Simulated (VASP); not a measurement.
A run of VASP 6.6.1:

INCAR

```
  PREC = Accurate
  ENCUT = 520
  EDIFF = 1E-6
  ISMEAR = -4
  SIGMA = 0.1
  LREAL = False
  LASPH = True
  NELM = 80
  ALGO = Normal
  ISIF = 2
  LWAVE = False
  LCHARG = False
  GGA = PE
  IVDW = 12
  NBANDS = 16
```

The input KPOINTS:

```
Automatic mesh
0
Gamma
  18 18 2
```

Contents of POSCAR:

```
C
1.0
    2.4653549163      0.0000000000      0.0000000000
   -1.2326774582      2.1350599869      0.0000000000
    0.0000000000      0.0000000000     24.1359442455
C
4
Direct
    0.0000000000      0.0000000000      0.5709990482
    0.0000000000      0.0000000000      0.4290009518
    0.3333333333      0.6666666667      0.4289822891
    0.6666666667      0.3333333333      0.5710177109
```

Potentials or basis: VASP PAW PBE potentials, release 64 (C).

Run with:

```console
$ cat potpaw_PBE.64/C/POTCAR > POTCAR
$ mpirun -np 1 vasp_std > vasp.out
```

Hardware: 1 thread of Intel(R) Xeon(R) 6975P-C (Granite Rapids) (shared host).

**Question.** Estimate the wall time of this run.

**Answer.** Run time: 2 min on 1 thread of Intel(R) Xeon(R) 6975P-C (Granite Rapids) (shared host), peak memory 0.29 GiB. Counts: scf iterations 20, k points 74.
